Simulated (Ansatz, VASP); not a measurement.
Sr2TeO: VASP beside Ansatz

Contents of POSCAR:

```
Sr2TeO
1.0
    4.2203885958      0.0000000000      0.0000000000
    0.0000000000      4.2203885958      0.0000000000
    0.0000000000      0.0000000000      6.1723915021
O Sr Te
1 2 1
Direct
    0.0000000000      0.0000000000      0.0000000000
    0.0000000000      0.0000000000      0.5000000000
    0.5000000000      0.5000000000      0.0000000000
    0.5000000000      0.5000000000      0.5000000000
```

Contents of INCAR.step1:

```
SYSTEM = Sr2TeO
ALGO     = Normal         ! electronic algorithm
EDIFF    = 1E-4           ! SCF threshold, eV
ENCUT    = 520            ! plane-wave cutoff, eV
GGA      = PE             ! functional
ISMEAR   = 0              ! smearing method
LASPH    = .True.         ! aspherical terms in the spheres
LCHARG   = .False.        ! write CHGCAR
LREAL    = .False.        ! projectors in reciprocal space
LWAVE    = .True.         ! write WAVECAR
NBANDS   = 24             ! bands
NELM     = 100            ! most SCF steps
PREC     = Accurate       ! precision mode
SIGMA    = 0.01           ! smearing width, eV
```

File INCAR.step2:

```
SYSTEM = Sr2TeO
ALGO     = Normal         ! electronic algorithm
EDIFF    = 1E-6           ! SCF threshold, eV
ENCUT    = 520            ! plane-wave cutoff, eV
ISIF     = 2              ! what is computed and relaxed
ISMEAR   = 0              ! smearing method
ISTART   = 1            
LASPH    = .True.         ! aspherical terms in the spheres
LCHARG   = .False.        ! write CHGCAR
LMIXTAU  = .True.       
LREAL    = .False.        ! projectors in reciprocal space
LWAVE    = .False.        ! write WAVECAR
METAGGA  = R2SCAN         ! meta-GGA
NBANDS   = 24             ! bands
NELM     = 100            ! most SCF steps
PREC     = Accurate       ! precision mode
SIGMA    = 0.01           ! smearing width, eV
```

File KPOINTS:

```
k-points
0
Gamma
  6 6 4
  0 0 0
```

Input for Ansatz:

```yaml
crystal:
  lattice:
    - [4.2203885958, 0.0, 0.0]
    - [0.0, 4.2203885958, 0.0]
    - [0.0, 0.0, 6.1723915021]
  atoms:
    - { symbol: O, position: [0.0, 0.0, 0.0] }
    - { symbol: Sr, position: [0.0, 0.0, 0.5] }
    - { symbol: Te, position: [0.5, 0.5, 0.5] }
    - { symbol: Sr, position: [0.5, 0.5, 0.0] }
kpoints:
  mp_grid: { grid: [6, 6, 4] }
  band_path:
    path:
      - [0.0, 0.0, 0.0]
      - [0.0, 0.5, 0.0]
      - [0.5, 0.5, 0.0]
      - [0.0, 0.0, 0.5]
      - [0.0, 0.5, 0.5]
      - [0.5, 0.5, 0.5]
    npoints: 1
hamiltonian:
  xc: r2scan
scf:
  occupations: { method: fixed }
  n_extra_bands: 5
output:
  forces: true
  stress: true
  eigenvalues: true
  write_density: true
  write_potential: true
  elf: true
  volumetric_format: npy
```

Change from the starting cell: biaxial_xy strain -3.1%.

Alike in both runs: task single point; functional r2SCAN; k mesh 6 × 6 × 4; no spin polarisation.

|  | VASP | Ansatz |
| --- | --- | --- |
| version | VASP 6.6.1 | Ansatz 0.2.0 |
| potentials or method | VASP PAW PBE potentials, release 64 (O, Sr_sv, Te) | plane waves, PAW |
| plane-wave cutoff (eV) | 520 | 500 |
| occupations | gaussian, width 0.01 eV | fixed |
| valence electrons in the cell | 32 | 42 |

```csv
,VASP,Ansatz,Ansatz less VASP
gap on the k mesh at the Fermi level (eV),1.73,1.76,+0.032
pressure (GPa),3.5,3.3,-0.14
```

VASP's potentials were made for PBE, not for r2SCAN. VASP's potentials hold 32 valence electrons a cell and Ansatz's 42, so a difference there can come from the potentials and not from the codes.

Spin-orbit coupling is off throughout.
